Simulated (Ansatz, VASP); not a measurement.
# BAs: VASP beside Ansatz

INCAR

```
PREC = Accurate
ENCUT = 520
EDIFF = 1E-6
ISMEAR = -1
SIGMA = 0.03
LREAL = False
LASPH = True
NELM = 100
ALGO = Normal
ISIF = 2
LWAVE = False
LCHARG = False
NBANDS = 11
```

Contents of KPOINTS:

```
Automatic mesh
0
Gamma
  15 15 15
```

The input POSCAR:

```
BAs
1.0
    0.0000000000      2.3562190158      2.3562190158
    2.3562190158      0.0000000000      2.3562190158
    2.3562190158      2.3562190158      0.0000000000
B As
1 1
Direct
    0.0000000000      0.0000000000      0.0000000000
    0.7500000000      0.7500000000      0.7500000000
```

Input for Ansatz:

```yaml
crystal:
  lattice:
    - [0.0, 2.3562190158, 2.3562190158]
    - [2.3562190158, 0.0, 2.3562190158]
    - [2.3562190158, 2.3562190158, 0.0]
  atoms:
    - { symbol: B, position: [0.0, 0.0, 0.0] }
    - { symbol: As, position: [0.75, 0.75, 0.75] }
kpoints:
  mp_grid: { grid: [15, 15, 15] }
  band_path:
    path:
      - [0.0, 0.0, 0.0]
      - [-0.5, -0.5, 0.0]
      - [-0.375, -0.375, 0.25]
      - [-0.375, 0.0, 0.375]
      - [0.0, 0.0, 0.0]
      - [0.0, 0.0, 0.5]
      - [-0.5, -0.25, 0.25]
      - [-0.5, -0.5, 0.0]
    npoints: 5
scf:
  occupations: { method: fermi_dirac, width: 0.03 }
hamiltonian:
  xc: lda
  pseudopotentials: { kind: all_electron, lapw: { basis_error: 0.00025 } }
output:
  forces: true
  stress: true
  eigenvalues: true
```

Change from the starting cell: volume scaled by 0.96.

Alike in both runs: task single point; functional LDA; k mesh 15 × 15 × 15; occupations fermi-dirac, width 0.03 eV; no spin polarisation.

|  | VASP | Ansatz |
| --- | --- | --- |
| version | VASP 6.6.1 | Ansatz 0.2.0 |
| potentials or method | VASP PAW LDA potentials, release 64 (B, As), cutoff 520 eV | all-electron LAPW, scalar-relativistic |

VASP gave:

* pressure (GPa): 2.9

**Question.** What did Ansatz give for the same quantities?

**Answer.** Pressure (GPa): 1.9.

LDA's correlation is that of Perdew and Zunger in VASP and of Perdew and Wang (1992) in Ansatz. Ansatz ran all-electron here, and VASP with PAW potentials.
